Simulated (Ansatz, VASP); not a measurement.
# Ta4Br: VASP beside Ansatz

File INCAR:

```
SYSTEM = Ta4Br
  PREC = Accurate
  ENCUT = 520
  EDIFF = 1E-7
  ISMEAR = 0
  SIGMA = 0.1
  LREAL = .FALSE.
  LASPH = .TRUE.
  NELM = 150
  ALGO = Normal
  ISIF = 2
  LWAVE = .FALSE.
  LCHARG = .FALSE.
  ISPIN = 2
  MAGMOM = 1 1 1 1 0
  LORBIT = 11
  LMAXMIX = 4
  GGA = PE
  NBANDS = 38
```

Contents of KPOINTS:

```
regular mesh
0
G
  6 6 6
  0 0 0
```

The input POSCAR:

```
Ta4Br
1.0
   -1.9028784900      3.1601259000      3.6457765400
    1.9028784900     -3.1601259000      3.6457765400
    1.9028784900      3.1601259000     -3.6457765400
Ta Br
4 1
Direct
    0.5380028500      0.3421335800      0.1958692700
    0.1462643100      0.3421335800      0.8041307300
    0.8537356900      0.6578664200      0.1958692700
    0.4619971500      0.6578664200      0.8041307300
    0.0000000000      0.0000000000      0.0000000000
```

Input for Ansatz:

```yaml
crystal:
  lattice:
    - [-1.90287849, 3.1601259, 3.64577654]
    - [1.90287849, -3.1601259, 3.64577654]
    - [1.90287849, 3.1601259, -3.64577654]
  atoms:
    - { symbol: Ta, position: [0.53800285, 0.34213358, 0.19586927], spin: 1.0 }
    - { symbol: Ta, position: [0.14626431, 0.34213358, 0.80413073], spin: 1.0 }
    - { symbol: Ta, position: [0.85373569, 0.65786642, 0.19586927], spin: 1.0 }
    - { symbol: Ta, position: [0.46199715, 0.65786642, 0.80413073], spin: 1.0 }
    - { symbol: Br, position: [0.0, 0.0, 0.0] }
basis:
  ecutwfc: 420
kpoints:
  mp_grid: { grid: [6, 6, 6] }
hamiltonian:
  xc: pbe
scf:
  occupations: { method: gaussian, width: 0.1 }
  lower_state_search: "off"
output:
  forces: true
  stress: true
  eigenvalues: true
  populations: true
magnetization:
  spin_polarized: true
```

Change from the starting cell: species swapped into the CrB4 type (Immm, No. 71).

Alike in both runs: task single point; functional PBE; k mesh 6 × 6 × 6; occupations gaussian, width 0.1 eV; collinear spin.

```csv
,VASP,Ansatz
version,VASP 6.6.1,Ansatz 0.2.0
potentials or method,"VASP PAW PBE potentials, release 64 (Ta_pv, Br), cutoff 520 eV","scalar-relativistic, plane waves, PAW"
valence electrons in the cell,51,59
```

|  | VASP | Ansatz | Ansatz less VASP |
| --- | --- | --- | --- |
| gap on the k mesh at the Fermi level (eV) | none | none | - |
| rms of the force components (eV/Å) | 1.153 | 1.144 | -0.0091 |
| net moment per atom (μB) | 0.00 | 0.00 | 0.000 |

Atom by atom the forces differ by 0.034 eV/Å (rms over components). A gap of «none» marks a metal or a gap that the smearing closes. VASP's potentials hold 51 valence electrons a cell and Ansatz's 59, so a difference there can come from the potentials and not from the codes. Ansatz's warnings: seeded moment not kept.

Neither program's run includes spin-orbit coupling.
